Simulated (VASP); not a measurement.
Runs of VASP 6.6.1 on BeCr3. Symmetry: Pm-3m, No. 221, cubic system. Conventional cell: a = 3.511 Å, b = 3.511 Å, c = 3.511 Å, α = 90.00°, β = 90.00°, γ = 90.00°. Within 3.3 Å of Cr (site symmetry 4/mmm) lie 8 Cr at 2.48 Å and 4 Be at 2.48 Å. Be (site symmetry m-3m) has 12 Cr at 2.48 Å within 3.3 Å. 

| fixed moment (μB) | pressure (GPa) | moment (μB) |
| --- | --- | --- |
| 11.2 | 61.3 | 11.20 |
| 13.5 | (b) | 13.50 |
| 2.2 | 0.7 | 2.20 |
| 4.5 | 9.2 | 4.50 |
| 6.8 | (a) | 6.80 |

Alike in all rows: task single point; level PBE; potentials or basis VASP PAW PBE potentials, release 64 (Cr_sv, Be); spin collinear, ferromagnetic start; cell as given; k mesh 6 × 6 × 6; cutoff (eV) 600; smearing fermi-dirac 0.05 eV.

Estimate the missing entries.

(a) 22.9; (b) 86.6.

Caveats: the total moment is fixed, so each spin has its own Fermi level; the cell stands under pressure (at least some runs).
